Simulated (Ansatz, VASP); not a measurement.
## Two plane-wave programs on AlNi3

```
Al Ni
1.0
     3.28134    0.00000    0.00000
     0.00000    3.28134    0.00000
     0.00000    0.00000    3.28134
Al Ni
1 3
Direct
  0.00000 0.00000 0.00000
  0.00000 0.50000 0.50000
  0.50000 0.00000 0.50000
  0.50000 0.50000 0.00000
```

Change from the starting cell: strain -0.080 along x and y, -0.080 along z, atoms carried along.

Alike in both runs: task single point; functional PBE; k mesh 14 × 14 × 14; occupations gaussian, width 0.15 eV; collinear spin.

```csv
,VASP,Ansatz
version,VASP 6.6.1,Ansatz 0.2.0
potentials or method,"VASP PAW PBE potentials, release 64 (Al, Ni), cutoff 520 eV","scalar-relativistic, plane waves, PAW"
valence electrons in the cell,33,57
```

```csv
,VASP,Ansatz,Ansatz less VASP
gap on the k mesh at the Fermi level (eV),none,none,-
pressure (GPa),79.9,80.3,+0.48
net moment per atom (μB),0.01,0.00,-0.012
```

A gap of «none» marks a metal or a gap that the smearing closes. Both programs put the cell under a high pressure, so it lies far from rest at this level. VASP's potentials hold 33 valence electrons a cell and Ansatz's 57, so a difference there can come from the potentials and not from the codes. Ansatz's warnings: seeded moment not kept.

Noted on VASP's run: the cell as given lies far from equilibrium.
